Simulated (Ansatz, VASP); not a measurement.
One calculation of Y, two programs

```xyz
2
Lattice="3.6515 0.0000 0.0000 -1.8257 3.1623 0.0000 0.0000 0.0000 5.7474" Properties=species:S:1:pos:R:3 pbc="T T T"
Y     0.0000    2.1082    1.4368
Y     1.8257    1.0541    4.3106
```

Alike in both runs: task single point; functional r2SCAN; k mesh 18 × 18 × 10; occupations gaussian, width 0.15 eV; no spin polarisation.

```csv
,VASP,Ansatz
version,VASP 6.6.1,Ansatz 0.2.0
potentials or method,"VASP PAW PBE potentials, release 64 (Y_sv), cutoff 520 eV","scalar-relativistic, plane waves, PAW"
valence electrons in the cell,22,22
```

Ansatz gave:

```
gap on the k mesh at the Fermi level (eV)                     : none
pressure (GPa)                                                : 0.4
traceless stress, the component that is largest in VASP (GPa) : -0.67
```

Problem. Estimate VASP's values.

Solution. gap on the k mesh at the Fermi level (eV): none; pressure (GPa): 0.4; traceless stress, the component that is largest in VASP (GPa): -0.66.

VASP's potentials were made for PBE, not for r2SCAN. A gap of «none» marks a metal or a gap that the smearing closes. With one functional, cell and mesh, what is left measures potentials, basis and numerics.
